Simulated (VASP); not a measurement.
Here is a VASP 6.6.1 calculation.

POSCAR

```
LiF
1.0
    0.0000000000      2.0140000000      2.0140000000
    2.0140000000      0.0000000000      2.0140000000
    2.0140000000      2.0140000000      0.0000000000
F Li
1 1
Direct
    0.5000000000      0.5000000000      0.5000000000
    0.0000000000      0.0000000000      0.0000000000
```

The input INCAR.step1:

```
SYSTEM = LiF
PREC = Accurate ; ENCUT = 520
ISMEAR = 1 ; SIGMA = 0.05
LREAL = .False. ; LASPH = .True.
NELM = 100 ; NBANDS = 12
GGA = PE ; ALGO = Normal
EDIFF = 1E-4 ; LWAVE = .True.
LCHARG = .False.
```

Contents of INCAR.step2:

```
SYSTEM = LiF
PREC = Accurate ; ENCUT = 520
EDIFF = 1E-6 ; ISMEAR = 1
SIGMA = 0.05 ; LREAL = .False.
LASPH = .True. ; NELM = 100
ALGO = Normal ; ISIF = 2
LWAVE = .False. ; LCHARG = .True.
METAGGA = R2SCAN ; LMIXTAU = .True.
LELF = .True. ; LVHAR = .True.
NBANDS = 12 ; ISTART = 1
```

File KPOINTS:

```
Automatic mesh
0
Gamma
  10 10 10
  0 0 0
```

Potentials or basis: VASP PAW PBE potentials, release 64 (F, Li_sv).

Command:

```sh
$ cat potpaw_PBE.64/F/POTCAR potpaw_PBE.64/Li_sv/POTCAR > POTCAR
$ cp INCAR.step1 INCAR
$ mpirun -np 1 vasp_std > vasp.out
$ cp INCAR.step2 INCAR
$ mpirun -np 1 vasp_std > vasp.out
```

Task: Predict the band gap on the k mesh.

Result: 10.27 eV.

Caveat: the PAW data sets were made with another functional, which shifts forces and pressure a little. r2SCAN opens gaps a little over a GGA but as a rule still falls short of measured ones.
